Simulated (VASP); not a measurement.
Runs of VASP 6.6.1 on ZnSe (Stilleite). The structure is that of space group F-43m (No. 216), or close to it. The cells are those of the table. 

```csv
task,level,cell,cutoff (eV),gap on the mesh (eV),pressure (GPa),relaxed volume (Å³/atom)
single point,PBE+D3(BJ),"a = 3.999 Å, angles 60.0°, 2 atoms",520,1.32,0.3,-
relaxation of cell and atoms,revPBE+D3(BJ),"relaxed from a = 4.008 Å, angles 60.0°, 2 atoms",600,1.48,0.0,(b)
single point,revPBE+D3(BJ),"a = 3.979 Å, angles 60.0°, 2 atoms",520,1.50,0.3,-
relaxation of cell and atoms,PBE+D3(BJ),"relaxed from a = 4.008 Å, angles 60.0°, 2 atoms",600,1.30,0.0,(a)
relaxation of cell and atoms,PBE+D4,"relaxed from a = 4.008 Å, angles 60.0°, 2 atoms",600,1.29,0.0,-
```

Alike in all rows: potentials or basis VASP PAW PBE potentials, release 64 (Zn, Se); no spin polarisation; k mesh 7 × 7 × 7; smearing gaussian 0.01 eV.

Fill in the values left out.

(a) 22.67; (b) 22.36.

Caveats: the PAW data sets were made with another functional, which shifts forces and pressure a little (some runs); the relaxation stopped at its first step, so nothing moved (some runs).

A k mesh can miss the band edges, and the runs leave out spin-orbit coupling on Se.
